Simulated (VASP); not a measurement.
BeTe:

```xyz
2
Lattice="0.0000 2.8286 2.8286 2.8286 0.0000 2.8286 2.8286 2.8286 0.0000" Properties=species:S:1:pos:R:3 pbc="T T T"
Be    0.0000    0.0000    0.0000
Te    1.4143    1.4143    1.4143
```

Base run:

* Program: VASP 6.6.1
* Functional: PBE
* Potentials or basis: VASP PAW PBE potentials, release 64 (Be, Te)
* Cutoff: 520 eV
* k mesh: 8 × 8 × 8
* Occupations: fermi-dirac, width 0.02 eV
* Spin: no spin polarisation

Its results: band gap on the k mesh 2.01 eV, indirect (least direct gap 3.62 eV); pressure 0.3 GPa.

Question: The run is repeated on the same cell with these changes: functional from PBE to r2SCAN; occupations from fermi-dirac, width 0.02 eV to gaussian, width 0.01 eV. What comes out?

Answer: Band gap on the k mesh 2.37 eV, indirect (least direct gap 4.03 eV); pressure 0.2 GPa.

Caveats: spin-orbit coupling is left out, which moves the levels of the heavy elements; the PAW data sets were made with another functional, which shifts forces and pressure a little (some runs).

A k mesh can miss the band edges.
